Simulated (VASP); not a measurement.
# Li2Pt: electric field gradients with LDA

Crystal: Li2Pt.

```
Li Pt
1.0
     4.17200    0.00000    0.00000
    -2.08600    3.61306    0.00000
     0.00000    0.00000    2.65210
Li Pt
2 1
Direct
  0.33333 0.66667 0.50000
  0.66667 0.33333 0.50000
  0.00000 0.00000 0.00000
```

This cell differs from its parent crystal: volume scaled by 0.99.

```json
{
  "Program": "VASP 6.6.1",
  "Task": "electric field gradients",
  "Functional": "LDA",
  "Potentials or basis": "VASP PAW LDA potentials, release 64 (Li_sv, Pt)",
  "Cutoff": "520 eV",
  "k mesh": "9 × 9 × 12",
  "Occupations": "fermi-dirac, width 0.03 eV",
  "Spin": "no spin polarisation",
  "Dipole correction": "no",
  "Further INCAR settings": "ALGO = Normal; EDIFF = 1e-08; NBANDS = 15"
}
```

The band gap on the k mesh is zero (band 8 reaches 6.31 eV, above the bottom of band 9 at 4.47 eV).

Levels at points of the mesh, in eV from the Fermi level:
```tsv
k point	band 5	band 6	band 7	band 8	band 9	band 10	band 11	band 12
(0.00, 0.00, 0.00)	-3.35	-3.35	-0.65	-0.65	3.83	3.83	6.41	6.41
(0.00, 0.00, 0.50)	-3.81	-2.16	-2.16	0.58	2.88	6.49	6.49	7.27
```

Electric field gradients, principal values (V/Å²):
| atom | least | middle | greatest (by size) |
| --- | --- | --- | --- |
| 1 Li | -0.130 | -0.135 | 0.265 |
| 2 Li | -0.130 | -0.135 | 0.265 |
| 3 Pt | 159.052 | 159.054 | -318.106 |

It took 23 s on 1 thread of Intel(R) Xeon(R) Platinum 8375C CPU @ 2.90GHz (Ice Lake) (shared host), peak memory 0.17 GiB.

Caveat: without QUAD_EFG the Cq values of the log hold for a quadrupole moment of 1 mb, not for the nuclei; spin-orbit coupling is left out, which moves the levels of the heavy elements.
